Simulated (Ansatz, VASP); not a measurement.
HfTe4 in VASP and in Ansatz

```
Hf Te
1.0
     5.63702    0.00000    0.00000
     0.00000    5.63702    0.00000
     0.00000    0.00000    5.63702
Hf Te
1 4
Direct
  0.00000 0.00000 0.00000
  0.50000 0.50000 0.50000
  0.00000 0.50000 0.50000
  0.50000 0.00000 0.50000
  0.50000 0.50000 0.00000
```

Change from the starting cell: species swapped into the Mn4N type (Pm-3m, No. 221).

Alike in both runs: functional PBE; k mesh 4 × 4 × 4; occupations gaussian, width 0.1 eV; no spin polarisation.

Ansatz relaxed the structure, and its values are those at the end. VASP's run is a single point on that final structure, the one shown.

|  | VASP | Ansatz |
| --- | --- | --- |
| version | VASP 6.6.1 | Ansatz 0.2.0 |
| potentials or method | VASP PAW PBE potentials, release 64 (Hf_pv, Te), cutoff 500 eV | scalar-relativistic, plane waves, PAW |
| valence electrons in the cell | 34 | 90 |

|  | VASP | Ansatz | Ansatz less VASP |
| --- | --- | --- | --- |
| gap on the k mesh at the Fermi level (eV) | none | none | - |
| pressure (GPa) | 0.0 | 0.0 | -0.03 |

A gap of «none» marks a metal or a gap that the smearing closes. VASP's potentials hold 34 valence electrons a cell and Ansatz's 90, so a difference there can come from the potentials and not from the codes.

Spin-orbit coupling is off throughout.
